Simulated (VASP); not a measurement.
# P in VASP: single point with PBEsol

Aim: the single point of P with PBEsol.

Program: VASP 6.6.1. These are calculated values, not measurements. Logs are shortened: lines on timing, memory, paths and dates and some standing lists are left out, and cuts for length are marked.

## 1. The cell of the first run

The cell holds a slab with vacuum, 8 atoms: a = 3.284 Å, b = 35.163 Å, c = 9.115 Å, α = 82.31°, β = 90.00°, γ = 90.00°.

## 2. Single point, PBEsol (the distance across one plane changed)

Input file INCAR:

```
SYSTEM = P
ALGO = Normal ; EDIFF = 1E-7
ENCUT = 520 ; GGA = PS
ISIF = 2 ; ISMEAR = 0
LASPH = .True. ; LCHARG = .False.
LREAL = .False. ; LWAVE = .False.
NBANDS = 30 ; NELM = 60
PREC = Accurate ; SIGMA = 0.05
```

Input file KPOINTS:

```
k-points
0
Gamma
  8 1 3
  0 0 0
```

Input file POSCAR:

```
P
1.0
   -3.2837277200      0.0000000000      0.0000000000
    0.0000000000    -34.8570309900      4.6320847100
    0.0000000000     -0.0197595099      9.1154765763
P
8
Direct
    0.0000000000      0.0294324434      0.5400267379
    0.0000000000      0.0297205864      0.0317242511
    0.0000000000      0.9697031277      0.9848807227
    0.0000000000      0.9699912707      0.4765782358
    0.5000000000      0.9697940940      0.8244103595
    0.5000000000      0.9700822370      0.3161078727
    0.5000000000      0.0293414771      0.7004971011
    0.5000000000      0.0296296201      0.1921946142
```

Potentials or basis: VASP PAW PBE potentials, release 64 (P).

Launch:

```console
$ cat potpaw_PBE.64/P/POTCAR > POTCAR
$ mpirun -np 1 vasp_std > vasp.out
```

OUTCAR:

```text
SYSTEM = P
   EDIFF = 1E-7
   ENCUT = 520
   GGA = PS
   ISIF = 2
   ISMEAR = 0
   LASPH = .True.
   LREAL = .False.
   NELM = 60
   PREC = Accurate

 ion  position               nearest neighbor table
   1  0.000  0.029  0.540-   7 2.20   7 2.20   4 2.24
   2  0.000  0.030  0.032-   8 2.20   8 2.20   3 2.21
   3  0.000  0.970  0.985-   5 2.20   5 2.20   2 2.21
   4  0.000  0.970  0.477-   6 2.20   6 2.20   1 2.24
   5  0.500  0.970  0.824-   3 2.20   3 2.20   7 2.24
   6  0.500  0.970  0.316-   4 2.20   4 2.20   8 2.24
   7  0.500  0.029  0.700-   1 2.20   1 2.20   5 2.24
   8  0.500  0.030  0.192-   2 2.20   2 2.20   6 2.24

  LATTYP: Found a simple monoclinic cell.
 ALAT       =     9.1154979925
 B/A-ratio  =     0.3602356912
 C/A-ratio  =     3.8532817846
 COS(beta)  =    -0.1254923155

  Lattice vectors:

 A1 = (   0.0000000000,  -0.0197595099,   9.1154765763)
 A2 = (  -3.2837277200,   0.0000000000,   0.0000000000)
 A3 = (   0.0000000000, -34.8372714801,  -4.4833918663)

Analysis of symmetry for initial positions (statically):
=====================================================================
 Subroutine PRICEL returns:
 Original cell was already a primitive cell.

 Routine SETGRP: Setting up the symmetry group for a
 simple monoclinic supercell.

 Subroutine GETGRP returns: Found  4 space group operations
 (whereof  2 operations were pure point group operations)
 out of a pool of  4 trial point group operations.

The static configuration has the point symmetry C_1h.
 The point group associated with its full space group is C_2h.

Analysis of symmetry for dynamics (positions and initial velocities):
=====================================================================
 Subroutine PRICEL returns:
 Original cell was already a primitive cell.

 Routine SETGRP: Setting up the symmetry group for a
 simple monoclinic supercell.

 Subroutine GETGRP returns: Found  4 space group operations
 (whereof  2 operations were pure point group operations)
 out of a pool of  4 trial point group operations.

The dynamic configuration has the point symmetry C_1h.
 The point group associated with its full space group is C_2h.

 Subroutine INISYM returns: Found  4 space group operations
 (whereof  2 operations are pure point group operations),
 and found     1 'primitive' translations

----------------------------------------------------------------------------------------

                                     Primitive cell

  volume of cell :    1043.0660

  direct lattice vectors                    reciprocal lattice vectors
    -3.283727720  0.000000000  0.000000000    -0.304531948  0.000000000  0.000000000
     0.000000000-34.857030990  4.632084710     0.000000000 -0.028696883 -0.000062206
     0.000000000 -0.019759510  9.115476576     0.000000000  0.014582495  0.109735145

  length of vectors
     3.283727720 35.163458564  9.115497993     0.304531948  0.028696951  0.110699825

  position of ions in fractional coordinates (direct lattice)
     0.000000000  0.029432443  0.540026738
     0.000000000  0.029720586  0.031724251
     0.000000000  0.969703128  0.984880723
     0.000000000  0.969991271  0.476578236
     0.500000000  0.969794094  0.824410359
     0.500000000  0.970082237  0.316107873
     0.500000000  0.029341477  0.700497101
     0.500000000  0.029629620  0.192194614

  ion indices of the primitive-cell ions
   primitive index   ion index
                 1           1
                 2           2
                 3           3
                 4           4
                 5           5
                 6           6
                 7           7
                 8           8

----------------------------------------------------------------------------------------

 KPOINTS: k-points

Automatic generation of k-mesh.
 Grid dimensions read from file:
 generate k-points for:    8    1    3

 Generating k-lattice:

  Cartesian coordinates                     Fractional coordinates (reciprocal lattice)
    -0.038066494  0.000000000  0.000000000     0.125000000  0.000000000  0.000000000
     0.000000000 -0.028696883 -0.000062206     0.000000000  1.000000000 -0.000000000
     0.000000000  0.004860832  0.036578382     0.000000000 -0.000000000  0.333333333

  Length of vectors
     0.038066494  0.028696951  0.036899942

  Shift w.r.t. Gamma in fractional coordinates (k-lattice)
     0.000000000  0.000000000  0.000000000

 Subroutine IBZKPT returns following result:
 ===========================================

 Found     10 irreducible k-points:

 Following reciprocal coordinates:
            Coordinates               Weight
  0.000000  0.000000  0.000000      1.000000
  0.125000  0.000000  0.000000      2.000000
  0.250000  0.000000  0.000000      2.000000
  0.375000  0.000000  0.000000      2.000000
  0.500000  0.000000  0.000000      1.000000
  0.000000  0.000000  0.333333      2.000000
  0.125000  0.000000  0.333333      4.000000
  0.250000  0.000000  0.333333      4.000000
  0.375000  0.000000  0.333333      4.000000
  0.500000  0.000000  0.333333      2.000000
   k-points           NKPTS =     10   k-points in BZ     NKDIM =     10   number of bands    NBANDS=     30
   number of dos      NEDOS =    301   number of ions     NIONS =      8
   total plane-waves  NPLWV = 453600
   dimension x,y,z NGX =    24 NGY =  270 NGZ =   70
   dimension x,y,z NGXF=    48 NGYF=  540 NGZF=  140
   ions per type =               8
   NGX,Y,Z   is equivalent  to a cutoff of  12.15, 12.77, 12.77 a.u.
   NGXF,Y,Z  is equivalent  to a cutoff of  24.30, 25.53, 25.53 a.u.
 SYSTEM =  P
   PREC   = accura    normal or accurate (medium, high low for compatibility)
   ISTART =      0    job   : 0-new  1-cont  2-samecut
   ICHARG =      2    charge: 1-file 2-atom 10-const
   ISPIN  =      1    spin polarized calculation?
   LNONCOLLINEAR =      F non collinear calculations
   LSORBIT =      F    spin-orbit coupling
   LASPH  =      T    aspherical Exc in radial PAW
   ENCUT  =  520.0 eV  38.22 Ry    6.18 a.u.   6.11 65.38 16.95*2*pi/ulx,y,z
   NELM   =     60;   NELMIN=  2; NELMDL= -5     # of ELM steps
   EDIFF  = 0.1E-06   stopping-criterion for ELM
   LREAL  =      F    real-space projection
   EDIFFG = 0.1E-05   stopping-criterion for IOM
   NSW    =      0    number of steps for IOM
   IBRION =     -1    ionic relax: 0-MD 1-quasi-New 2-CG
   NFREE  =      0    steps in history (QN), initial steepest desc. (CG)
   ISIF   =      2    stress and relaxation
   ISYM   =      2    0-nonsym 1-usesym 2-fastsym
   POTIM  = 0.5000    time-step for ionic-motion
   TEBEG  =    0.0;   TEEND  =   0.0 temperature during run
   PSTRESS=    0.0 pullay stress
   NELECT =      40.0000    total number of electrons
   NUPDOWN=      -1.0000    fix difference up-down
   EMIN   =  10.00;   EMAX   =-10.00  energy-range for DOS
   EFERMI =   0.00;   METHOD = LEGACY
   ISMEAR =     0;   SIGMA  =   0.05  broadening in eV -4-tet -1-fermi 0-gaus
   EFERMI_NEDOS =   21; number of points for ismear=-14 and -15
   IALGO  =     38    algorithm
   IMIX   =      4    mixing-type and parameters
     AMIX     =   0.40;   BMIX     =  1.00
     AMIX_MAG =   1.60;   BMIX_MAG =  1.00
  volume/ion in A,a.u.               =     130.38       879.87
  Fermi-wavevector in a.u.,A,eV,Ry     =   0.552066  1.043253  4.146739  0.304777
  Thomas-Fermi vector in A             =   1.584343
   LORBIT       =      0    0 simple, 1 ext, 2 COOP (PROOUT), +10 PAW based schemes
   GGA     = PS    functional components
   LHFCALC =     F    Hartree Fock is set to
   AEXX    =    0.0000 exact exchange contribution
   IVDW    =     0    specifies the selected vdW correction
   LEPSILON=     F    determine dielectric tensor
   LRPA    =     F    only Hartree local field effects (RPA)
 non-spin polarized calculation
 Gauss-broadening in eV      SIGMA  =   0.05
  energy-cutoff  :      520.00
  volume of cell :     1043.07
 maximum number of plane-waves:     28188
   NGX = 13   NGY =131   NGZ = 33

 number of electron      40.0000000 magnetization

 Free energy of the ion-electron system (eV)
  ---------------------------------------------------
  ext. energy  EPLUGINS =         0.00000000
  ---------------------------------------------------
  free energy    TOTEN  =       -45.63415460 eV

  energy without entropy =      -45.63415460  energy(sigma->0) =      -45.63415460

 E-fermi :  -3.1703     XC(G=0):  -1.7674

 val. band max:       -3.3928745599   @ k =   0.0000   0.0000   0.0000
 cond. band min:      -2.5444721070   @ k =   0.0000   0.0000   0.0000
 fundamental gap:      0.8484024529
 Fermi energy:        -3.1702889901

 k-point     1 :       0.0000    0.0000    0.0000
  band No.  band energies     occupation
      1     -18.6391      2.00000
      2     -17.5190      2.00000
      3     -17.4384      2.00000
      4     -16.0576      2.00000
      5     -12.6321      2.00000
      6     -11.9601      2.00000
[... 22 lines left out ...]
     29       0.2967      0.00000
     30       0.3180      0.00000

 k-point     2 :       0.1250    0.0000    0.0000
  band No.  band energies     occupation
      1     -18.4504      2.00000
      2     -17.3372      2.00000
      3     -17.2563      2.00000
      4     -15.8611      2.00000
      5     -12.7184      2.00000
      6     -11.8755      2.00000
[... 22 lines left out ...]
     29       0.6234      0.00000
     30       0.6473      0.00000

 k-point     3 :       0.2500    0.0000    0.0000
  band No.  band energies     occupation
      1     -17.8901      2.00000
      2     -16.8062      2.00000
      3     -16.7244      2.00000
      4     -15.2744      2.00000
      5     -13.2312      2.00000
      6     -11.8566      2.00000
[... 220 lines left out ...]
     29       1.0651      0.00000
     30       1.2321      0.00000

 k-point    10 :       0.5000    0.0000    0.3333
  band No.  band energies     occupation
      1     -15.7434      2.00000
      2     -15.6508      2.00000
      3     -15.5018      2.00000
      4     -15.4463      2.00000
      5     -13.2791      2.00000
      6     -13.2465      2.00000
[... 22 lines left out ...]
     29       0.3890      0.00000
     30       0.3918      0.00000

------------------------ aborting loop because EDIFF is reached ----------------------------------------

  FORCE on cell =-STRESS in cart. coord.  units (eV):
  Direction    XX          YY          ZZ          XY          YZ          ZX
  --------------------------------------------------------------------------------------
  -------------------------------------------------------------------------------------
  Total       -0.3414831      0.7916278      0.3716834      0.0000000     -0.8059123      0.0000000
  in kB       -0.5245272      1.2159615      0.5709156      0.0000000     -1.2379030      0.0000000
  external PRESSURE =       0.4207833 kB  Pullay stress =       0.0000000 kB

 VOLUME and BASIS-vectors are now :
 -----------------------------------------------------------------------------
  energy-cutoff  :      520.00
  volume of cell :     1043.07
      direct lattice vectors                 reciprocal lattice vectors
    -3.283727720  0.000000000  0.000000000    -0.304531948  0.000000000  0.000000000
     0.000000000-34.857030990  4.632084710     0.000000000 -0.028696883 -0.000062206
     0.000000000 -0.019759510  9.115476576     0.000000000  0.014582495  0.109735145

 POSITION                                       TOTAL-FORCE (eV/Angst)
 -----------------------------------------------------------------------------------
      0.00000     -1.03660      5.05893         0.000000     -0.038230     -0.235919
      0.00000     -1.03660      0.42685         0.000000     -0.092762     -0.034465
      0.00000    -33.82043     13.46940         0.000000      0.092762      0.034465
      0.00000    -33.82043      8.83732         0.000000      0.038230      0.235919
     -1.64186    -33.82043     12.00706         0.000000      0.218900     -0.399720
     -1.64186    -33.82043      7.37498         0.000000      0.043331     -0.257887
     -1.64186     -1.03660      6.52128         0.000000     -0.043331      0.257887
     -1.64186     -1.03660      1.88919         0.000000     -0.218900      0.399720
 -----------------------------------------------------------------------------------
    total drift:                                0.000000     -0.000009      0.000002

  FREE ENERGIE OF THE ION-ELECTRON SYSTEM (eV)
  ---------------------------------------------------
  free  energy   TOTEN  =       -45.6341546016 eV

  energy  without entropy=      -45.6341546016  energy(sigma->0) =      -45.63415460
```

It took 6.4 min on 1 thread of Intel Xeon 6975P-C (Granite Rapids), shared host; peak memory 0.91 GiB.

What came out:

| Quantity | Value |
| --- | --- |
| Free energy | -45.6342 eV |
| Largest force | 0.456 eV/Å |
| Band gap on the k mesh | 0.85 eV |

Forces on the atoms (eV/Å):
```
P    0.000 -0.038 -0.236
P    0.000 -0.093 -0.034
P    0.000  0.093  0.034
P    0.000  0.038  0.236
P    0.000  0.219 -0.400
P    0.000  0.043 -0.258
P    0.000 -0.043  0.258
P    0.000 -0.219  0.400
```

Levels at points of the mesh, in eV from the valence-band top:
```csv
k point,band 16,band 17,band 18,band 19,band 20,band 21,band 22,band 23,band 24,band 25
"(0.00, 0.00, 0.00)",-1.87,-1.75,-1.35,-1.27,0.00,0.85,1.43,2.02,2.03,2.60
"(0.50, 0.00, 0.00)",-2.73,-2.06,-2.04,-1.22,-1.10,1.08,1.26,2.04,2.16,2.26
```

Caveat: the cell differs from its parent crystal (the distance across one plane changed); there is no dipole correction, which matters where the two faces differ; the PAW data sets were made with another functional, which shifts forces and pressure a little.
